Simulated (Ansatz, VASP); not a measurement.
Two plane-wave programs on MgF2

File POSCAR:

```
MgF2
1.0
    4.6220163432      0.0000000000      0.0000000000
    0.0000000000      4.6220163432      0.0000000000
    0.0000000000      0.0000000000      3.0461146010
Mg F
2 4
Direct
    0.5000000000      0.5000000000      0.5000000000
    0.0000000000      0.0000000000      0.0000000000
    0.6970491921      0.6970491921      0.0000000000
    0.8029508079      0.1970491921      0.5000000000
    0.3029508079      0.3029508079      0.0000000000
    0.1970491921      0.8029508079      0.5000000000
```

File INCAR.step1:

```
ALGO = Normal
EDIFF = 1E-5
ENCUT = 520
GGA = PE
GGA_COMPAT = False
ISIF = 2
ISMEAR = 0
KPAR = 4
LASPH = True
LCHARG = False
LREAL = False
LWAVE = True
NBANDS = 25
NELM = 120
PREC = Accurate
SIGMA = 0.01
```

INCAR.step2

```
AEXX = 0.25
ALGO = Normal
EDIFF = 1E-6
ENCUT = 520
GGA = PE
GGA_COMPAT = False
ISIF = 2
ISMEAR = 0
ISTART = 1
KPAR = 4
LASPH = True
LCHARG = False
LHFCALC = True
LREAL = False
LWAVE = False
NBANDS = 25
NELM = 120
PREC = Accurate
PRECFOCK = Normal
SIGMA = 0.01
```

Contents of KPOINTS:

```
k-points
0
Gamma
  4 4 6
```

Input for Ansatz:

```yaml
crystal:
  lattice:
    - [4.6220163432, 0.0, 0.0]
    - [0.0, 4.6220163432, 0.0]
    - [0.0, 0.0, 3.046114601]
  atoms:
    - { symbol: Mg, position: [0.5, 0.5, 0.5] }
    - { symbol: Mg, position: [0.0, 0.0, 0.0] }
    - { symbol: F, position: [0.6970491921, 0.6970491921, 0.0] }
    - { symbol: F, position: [0.8029508079, 0.1970491921, 0.5] }
    - { symbol: F, position: [0.3029508079, 0.3029508079, 0.0] }
    - { symbol: F, position: [0.1970491921, 0.8029508079, 0.5] }
kpoints:
  mp_grid: { grid: [4, 4, 6] }
  band_path:
    path:
      - [0.0, 0.0, 0.0]
      - [0.0, 0.5, 0.0]
      - [0.5, 0.5, 0.0]
      - [0.0, 0.0, 0.5]
      - [0.0, 0.5, 0.5]
      - [0.5, 0.5, 0.5]
    npoints: 1
hamiltonian:
  xc: pbe0
scf:
  occupations: { method: fixed }
  n_extra_bands: 5
output:
  forces: true
  stress: true
  eigenvalues: true
```

Alike in both runs: task single point; functional PBE0; k mesh 4 × 4 × 6; no spin polarisation.

|  | VASP | Ansatz |
| --- | --- | --- |
| version | VASP 6.6.1 | Ansatz 0.2.0 |
| potentials or method | VASP PAW PBE potentials, release 64 (Mg, F) | plane waves, PAW |
| plane-wave cutoff (eV) | 520 | 420 |
| occupations | gaussian, width 0.01 eV | fixed |
| valence electrons in the cell | 32 | 48 |

|  | VASP | Ansatz | Ansatz less VASP |
| --- | --- | --- | --- |
| gap on the k mesh at the Fermi level (eV) | 10.18 | 10.24 | +0.057 |
| pressure (GPa) | 0.6 | 1.1 | +0.46 |
| rms of the force components (eV/Å) | 0.008 | 0.010 | +0.0022 |

Atom by atom the forces differ by 0.002 eV/Å (rms over components). VASP's potentials hold 32 valence electrons a cell and Ansatz's 48, so a difference there can come from the potentials and not from the codes. Ansatz's warnings: stress exchange threshold loose, stress scf threshold loose.
